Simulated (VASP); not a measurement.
# SmSi4 in VASP: notebook, part 3 of 3

VASP 6.6.1. The steps go on from the part before.

## 4. Single point, PBE

This run uses another cell than the first one, of 19.65 Å³/atom.

INCAR

```
ALGO     = Normal         # electronic algorithm
EDIFF    = 1E-6           # SCF threshold, eV
ENCUT    = 500            # plane-wave cutoff, eV
GGA      = PE             # functional
GGA_COMPAT= F            
ISIF     = 2              # what is computed and relaxed
ISMEAR   = 0              # smearing method
LASPH    = T              # aspherical terms in the spheres
LCHARG   = T              # write CHGCAR
LELF     = T              # ELF
LMAXMIX  = 6              # l up to which the mixer works
LREAL    = F              # projectors in reciprocal space
LVHAR    = T            
LWAVE    = F              # write WAVECAR
NBANDS   = 38             # bands
NELM     = 200            # most SCF steps
PREC     = Accurate       # precision mode
SIGMA    = 0.2            # smearing width, eV
```

KPOINTS

```
k-points
0
Gamma
  6 6 2
```

POSCAR

```
SmSi4
1.0
    3.8755477255     -0.0000904707      0.0021593355
   -1.9378421744      3.3568383384      0.0005997041
   -0.0089453640     -0.0079206725     15.1018672850
Sm Si
2 8
Direct
    1.0998980070     -0.1001155591      0.2500046508
    0.7667440752      0.2334691457      0.7499938923
    0.7666054523      0.2331978163      0.1174641777
    0.4333201757      0.5667222568      0.6125377956
    0.7665580364      0.2331864171      0.3825349228
    0.4334676302      0.5667794191      0.8874646237
    0.0999325172     -0.1001305549      0.0506499818
    1.0999019570      0.8998726616      0.4493493489
    0.7666862198      0.2334683532      0.5487046667
    0.7668859292      0.2335500440      0.9512959395
```

Potentials or basis: VASP PAW PBE potentials, release 64 (Sm_3, Si), 4f in core.

Started as:

```bash
> cat potpaw_PBE.64/Sm_3/POTCAR potpaw_PBE.64/Si/POTCAR > POTCAR
> mpirun -np 1 vasp_std > vasp.out
```

OUTCAR:

```text
EDIFF = 1E-6
   ENCUT = 500
   GGA = PE
   ISIF = 2
   ISMEAR = 0
   LASPH = T
   LREAL = F
   NELM = 200
   PREC = Accurate

 ion  position               nearest neighbor table
   1  0.100  0.900  0.250-   5 3.00   3 3.00   5 3.00   3 3.00   5 3.00   3 3.00   8 3.01   7 3.01

   2  0.767  0.233  0.750-   9 3.04  10 3.04   4 3.05   6 3.05   4 3.05   6 3.05   4 3.05   6 3.05

   3  0.767  0.233  0.117-   7 2.45   7 2.45   7 2.45  10 2.51   1 3.00   1 3.00   1 3.00
   4  0.433  0.567  0.613-   9 2.44   9 2.44   9 2.44   2 3.05   2 3.05   2 3.05
   5  0.767  0.233  0.383-   8 2.45   8 2.45   8 2.45   9 2.51   1 3.00   1 3.00   1 3.00
   6  0.433  0.567  0.887-  10 2.44  10 2.44  10 2.44   2 3.05   2 3.05   2 3.05
   7  0.100  0.900  0.051-   3 2.45   3 2.45   3 2.45  10 2.69  10 2.69  10 2.69   1 3.01
   8  0.100  0.900  0.449-   5 2.45   5 2.45   5 2.45   9 2.69   9 2.69   9 2.69   1 3.01
   9  0.767  0.233  0.549-   4 2.44   4 2.44   4 2.44   5 2.51   8 2.69   8 2.69   8 2.69   2 3.04

  10  0.767  0.234  0.951-   6 2.44   6 2.44   6 2.44   3 2.51   7 2.69   7 2.69   7 2.69   2 3.04

  LATTYP: Found a base centered monoclinic cell.
 ALAT       =    30.9408802432
 B/A-ratio  =     0.1252673700
 C/A-ratio  =     0.4880879889
 COS(beta)  =    -0.9761799592

  Lattice vectors:

 A1 = (   1.9467875384,  -3.3489176659, -15.1024669891)
 A2 = (   3.8844930895,   0.0078302018, -15.0997079495)
 A3 = (  -0.0089453640,  -0.0079206725,  15.1018672850)

Analysis of symmetry for initial positions (statically):
=====================================================================
 Subroutine PRICEL returns:
 Original cell was already a primitive cell.

 Routine SETGRP: Setting up the symmetry group for a
 base centered monoclinic supercell.

 Subroutine GETGRP returns: Found  1 space group operations
 (whereof  1 operations were pure point group operations)
 out of a pool of  4 trial point group operations.

The static configuration has the point symmetry C_1 .

Analysis of symmetry for dynamics (positions and initial velocities):
=====================================================================
 Subroutine PRICEL returns:
 Original cell was already a primitive cell.

 Routine SETGRP: Setting up the symmetry group for a
 base centered monoclinic supercell.

 Subroutine GETGRP returns: Found  1 space group operations
 (whereof  1 operations were pure point group operations)
 out of a pool of  4 trial point group operations.

The dynamic configuration has the point symmetry C_1 .

 Subroutine INISYM returns: Found  1 space group operations
 (whereof  1 operations are pure point group operations),
 and found     1 'primitive' translations

----------------------------------------------------------------------------------------

                                     Primitive cell

  volume of cell :     196.4665

  direct lattice vectors                    reciprocal lattice vectors
     3.875547726 -0.000090471  0.002159335     0.258031393  0.148956824  0.000230966
    -1.937842174  3.356838338  0.000599704     0.000006867  0.297903299  0.000156249
    -0.008945364 -0.007920672 15.101867285    -0.000036895 -0.000033128  0.066216938

  length of vectors
     3.875548328  3.876028416 15.101872011     0.297940243  0.297903340  0.066216956

  position of ions in fractional coordinates (direct lattice)
     0.099898007  0.899884441  0.250004651
     0.766744075  0.233469146  0.749993892
     0.766605452  0.233197816  0.117464178
     0.433320176  0.566722257  0.612537796
     0.766558036  0.233186417  0.382534923
[... 77 lines left out ...]
   ions per type =               2   8
   NGX,Y,Z   is equivalent  to a cutoff of  12.01, 12.01, 12.33 a.u.
   NGXF,Y,Z  is equivalent  to a cutoff of  24.02, 24.02, 24.66 a.u.
 SYSTEM =  unknown system
   PREC   = accura    normal or accurate (medium, high low for compatibility)
   ISTART =      0    job   : 0-new  1-cont  2-samecut
   ICHARG =      2    charge: 1-file 2-atom 10-const
   ISPIN  =      1    spin polarized calculation?
   LNONCOLLINEAR =      F non collinear calculations
   LSORBIT =      F    spin-orbit coupling
   LASPH  =      T    aspherical Exc in radial PAW
   ENCUT  =  500.0 eV  36.75 Ry    6.06 a.u.   7.07  7.07 27.53*2*pi/ulx,y,z
   NELM   =    200;   NELMIN=  2; NELMDL= -5     # of ELM steps
   EDIFF  = 0.1E-05   stopping-criterion for ELM
   LREAL  =      F    real-space projection
   EDIFFG = 0.1E-04   stopping-criterion for IOM
   NSW    =      0    number of steps for IOM
   IBRION =     -1    ionic relax: 0-MD 1-quasi-New 2-CG
   NFREE  =      0    steps in history (QN), initial steepest desc. (CG)
   ISIF   =      2    stress and relaxation
   ISYM   =      2    0-nonsym 1-usesym 2-fastsym
   POTIM  = 0.5000    time-step for ionic-motion
   TEBEG  =    0.0;   TEEND  =   0.0 temperature during run
   PSTRESS=    0.0 pullay stress
   NELECT =      54.0000    total number of electrons
   NUPDOWN=      -1.0000    fix difference up-down
   EMIN   =  10.00;   EMAX   =-10.00  energy-range for DOS
   EFERMI =   0.00;   METHOD = LEGACY
   ISMEAR =     0;   SIGMA  =   0.20  broadening in eV -4-tet -1-fermi 0-gaus
   EFERMI_NEDOS =   21; number of points for ismear=-14 and -15
   IALGO  =     38    algorithm
   IMIX   =      4    mixing-type and parameters
     AMIX     =   0.40;   BMIX     =  1.00
     AMIX_MAG =   1.60;   BMIX_MAG =  1.00
  volume/ion in A,a.u.               =      19.65       132.58
  Fermi-wavevector in a.u.,A,eV,Ry     =   1.064412  2.011448 15.415042  1.132974
  Thomas-Fermi vector in A             =   2.199930
   LORBIT       =      0    0 simple, 1 ext, 2 COOP (PROOUT), +10 PAW based schemes
   GGA     = PE    functional components
   LHFCALC =     F    Hartree Fock is set to
   AEXX    =    0.0000 exact exchange contribution
   IVDW    =     0    specifies the selected vdW correction
   LEPSILON=     F    determine dielectric tensor
   LRPA    =     F    only Hartree local field effects (RPA)
 non-spin polarized calculation
 Gauss-broadening in eV      SIGMA  =   0.20
  energy-cutoff  :      500.00
  volume of cell :      196.47
 maximum number of plane-waves:      5022
   NGX = 15   NGY = 15   NGZ = 55

 number of electron      53.9999999 magnetization

 Free energy of the ion-electron system (eV)
  ---------------------------------------------------
  ext. energy  EPLUGINS =         0.00000000
  ---------------------------------------------------
  free energy    TOTEN  =       -53.61443335 eV

  energy without entropy =      -53.53977435  energy(sigma->0) =      -53.57710385

 E-fermi :   6.5271     XC(G=0): -10.2700

 val. band max:        6.5212622163   @ k =  -0.1667   0.3333   0.5000
 cond. band min:       6.5388773007   @ k =  -0.3333   0.1667   0.5000
 fundamental gap:      0.0176150844
 Fermi energy:         6.5271199382

 k-point     1 :       0.0000    0.0000    0.0000
  band No.  band energies     occupation
      1     -34.4403      2.00000
      2     -34.2061      2.00000
      3     -14.0619      2.00000
      4     -13.8836      2.00000
      5     -13.6927      2.00000
      6     -13.6924      2.00000
[... 973 lines left out ...]
     37      11.0130      0.00000
     38      11.1333      0.00000

 [... further k-points ...]

------------------------ aborting loop because EDIFF is reached ----------------------------------------

  FORCE on cell =-STRESS in cart. coord.  units (eV):
  Direction    XX          YY          ZZ          XY          YZ          ZX
  --------------------------------------------------------------------------------------
  -------------------------------------------------------------------------------------
  Total        0.0898108      0.0637566      0.2514798      0.0024881      0.0003563      0.0003504
  in kB        0.7324034      0.5199329      2.0508082      0.0202906      0.0029058      0.0028576
  external PRESSURE =       1.1010482 kB  Pullay stress =       0.0000000 kB

 VOLUME and BASIS-vectors are now :
 -----------------------------------------------------------------------------
  energy-cutoff  :      500.00
  volume of cell :      196.47
      direct lattice vectors                 reciprocal lattice vectors
     3.875547726 -0.000090471  0.002159335     0.258031393  0.148956824  0.000230966
    -1.937842174  3.356838338  0.000599704     0.000006867  0.297903299  0.000156249
    -0.008945364 -0.007920672 15.101867285    -0.000036895 -0.000033128  0.066216938

 POSITION                                       TOTAL-FORCE (eV/Angst)
 -----------------------------------------------------------------------------------
     -1.35891      3.01878      3.77629         0.000305     -0.001567     -0.000498
      2.51242      0.77771     11.32810        -0.000085     -0.001633      0.000714
      2.51806      0.78181      1.77572        -0.000389      0.000912     -0.031008
      0.57566      1.89750      9.25174         0.000664      0.002546     -0.024147
      2.51553      0.77967      5.77879         0.000128      0.001225      0.031357
      0.57366      1.89552     13.40365         0.000115      0.002257      0.023756
     -1.35696      3.02031      0.76566         0.000193      0.000431     -0.007146
     -1.36066      3.01716      6.78677        -0.000107      0.000079      0.007443
      2.51400      0.77930      8.28826        -0.000353     -0.002112     -0.006066
      2.51101      0.77639     14.36814        -0.000473     -0.002137      0.005594
 -----------------------------------------------------------------------------------
    total drift:                               -0.000002     -0.000015      0.000069

  FREE ENERGIE OF THE ION-ELECTRON SYSTEM (eV)
  ---------------------------------------------------
  free  energy   TOTEN  =       -53.6144333548 eV

  energy  without entropy=      -53.5397743499  energy(sigma->0) =      -53.57710385
```

Run time: 3 min. Hardware: 1 thread of Intel Xeon 6975P-C (Granite Rapids), shared host; peak memory 0.41 GiB.

What came out:

```yaml
Free_energy: -53.6144 eV
Pressure: 0.1 GPa
Largest_force: 0.031 eV/Å
Band_gap_on_the_k_mesh: zero (bands 27 and 28 overlap by 1.47 eV)
```

Forces in eV/Å, atoms in the order of the input:
```
Sm   0.000 -0.002  0.000
Sm   0.000 -0.002  0.001
Si   0.000  0.001 -0.031
Si   0.001  0.003 -0.024
Si   0.000  0.001  0.031
Si   0.000  0.002  0.024
Si   0.000  0.000 -0.007
Si   0.000  0.000  0.007
Si   0.000 -0.002 -0.006
Si   0.000 -0.002  0.006
```

Stress tensor (GPa, compression positive):
```
0.07 0.00 0.00
0.00 0.05 0.00
0.00 0.00 0.21
```

Caveat: spin-orbit coupling is left out, which moves the levels of the heavy elements; the 4f electrons are frozen in the core, so they carry no moment and show no levels.

## 5. Relaxation of cell and atoms, PBE

This run uses another cell than the first one: it holds 5 atoms, not 10.

INCAR

```
PREC     = Accurate       # precision mode
ENCUT    = 500            # plane-wave cutoff, eV
EDIFF    = 1E-7           # SCF threshold, eV
ISMEAR   = 0              # smearing method
SIGMA    = 0.1            # smearing width, eV
LREAL    = F              # projectors in reciprocal space
LASPH    = T              # aspherical terms in the spheres
NELM     = 200            # most SCF steps
ALGO     = Normal         # electronic algorithm
ISIF     = 3              # what is computed and relaxed
LWAVE    = F              # write WAVECAR
LCHARG   = F              # write CHGCAR
GGA      = PE             # functional
IBRION   = 2              # ionic algorithm
NSW      = 100            # ionic steps
EDIFFG   = -0.01          # ionic threshold
GGA_COMPAT= F            
NELMIN   = 4            
LMAXMIX  = 6              # l up to which the mixer works
```

KPOINTS

```
Automatic mesh
0
Gamma
  12 12 6
```

POSCAR

```
SmSi4
1.0
    4.0125297458      0.0000000000      0.0000000000
   -2.0062648729      3.4749526933      0.0000000000
    0.0000000000      0.0000000000      8.5186176634
Sm Si
1 4
Direct
    0.0000000000      0.0000000000      0.5000000000
    0.6666666667      0.3333333333      0.2773316155
    0.6666666667      0.3333333333      0.7226683845
    0.0000000000      0.0000000000      0.0000000000
    0.6666666667      0.3333333333      0.0000000000
```

Started as:

```bash
> cat potpaw_PBE.64/Sm_3/POTCAR potpaw_PBE.64/Si/POTCAR > POTCAR
> mpirun -np 1 vasp_std > vasp.out
```

Wall time 5.6 min (1 thread of Intel Xeon 6975P-C (Granite Rapids), shared host); peak memory 0.33 GiB.

Results (log left out):

| Quantity | Value |
| --- | --- |
| Free energy | -24.1621 eV |
| Relaxed volume | 23.68 Å³/atom |
| Relaxed cell | a = 3.987 Å, b = 3.987 Å, c = 8.599 Å, α = 90.00°, β = 90.00°, γ = 120.00° |
| Space group after relaxing (to 0.1 Å) | P-6m2 (No. 187) |
| Energy gained by relaxing | 0.6 meV/atom |
| Ionic steps | 7 |
| Pressure after relaxing | 0.0 GPa |
| Band gap on the k mesh | zero (an odd number of electrons rules out a gap without spin polarisation) |

Step by step:
```
step  energy change (eV)  largest force (eV/Å)  pressure (GPa)  volume (Å³)
   1              0.0000                0.0008            0.00       118.78
   2             -0.0015                0.0275           -0.08       118.79
   3             -0.0023                0.0590           -0.18       118.79
   4             -0.0028                0.0345            0.09       118.21
   5             -0.0028                0.0369            0.07       118.27
   6             -0.0029                0.0123            0.02       118.36
   7             -0.0030                0.0009            0.00       118.40
```

Final structure:
```
Sm Si
1.0
     3.98743    0.00000    0.00000
    -1.99371    3.45321    0.00000
     0.00000    0.00000    8.59902
Sm Si
1 4
Direct
  0.00000 0.00000 0.50000
  0.66667 0.33333 0.27641
  0.66667 0.33333 0.72359
  0.00000 0.00000 0.00000
  0.66667 0.33333 0.00000
```

Levels at points of the mesh, in eV from the Fermi level:
```tsv
k point	band 10	band 11	band 12	band 13	band 14	band 15	band 16	band 17
(0.00, 0.00, 0.00)	-2.47	-2.31	-0.48	0.29	0.29	0.90	0.90	1.98
(0.50, 0.00, 0.00)	-3.18	-2.17	-2.11	-0.92	-0.42	-0.06	1.10	1.52
(0.00, 0.00, 0.50)	-2.47	-1.07	0.14	0.14	0.49	1.25	1.25	1.93
(0.50, 0.00, 0.50)	-3.38	-3.14	-1.57	-0.09	-0.06	0.09	0.61	1.64
```

Caveat: spin-orbit coupling is left out, which moves the levels of the heavy elements; the 4f electrons are frozen in the core, so they carry no moment and show no levels.

## 6. The runs side by side

| task | cell | k mesh | smearing | gap on the mesh (eV) | pressure (GPa) | largest force (eV/Å) |
| --- | --- | --- | --- | --- | --- | --- |
| single point | a = 3.988, b = 3.988, c = 17.178 Å, angles 90.0, 90.0, 120.0°, 10 atoms, atomic positions A | 6 × 6 × 2 | gaussian 0.2 eV | none | 0.0 | 0.04 |
| single point | a = 3.988, b = 3.988, c = 8.589 Å, angles 90.0, 90.0, 120.0°, 5 atoms, atomic positions B | 12 × 12 × 6 | gaussian 0.1 eV | none | 0.1 | 0.03 |
| single point | a = 3.876, b = 3.876, c = 15.102 Å, angles 90.0, 90.0, 120.0°, 10 atoms, atomic positions C | 6 × 6 × 2 | gaussian 0.2 eV | none | 0.1 | 0.03 |
| relaxation of cell and atoms | relaxed from a = 4.013, b = 4.013, c = 8.519 Å, angles 90.0, 90.0, 120.0°, 5 atoms, atomic positions B | 12 × 12 × 6 | gaussian 0.1 eV | none | 0.0 | - |

Alike in all rows: level PBE; potentials or basis VASP PAW PBE potentials, release 64 (Sm_3, Si), 4f in core; no spin polarisation; cutoff (eV) 500.

Caveats: spin-orbit coupling is left out, which moves the levels of the heavy elements; the 4f electrons are frozen in the core, so they carry no moment and show no levels.

Total energies depend on the potentials used, so only differences within one code and one set of settings carry meaning.
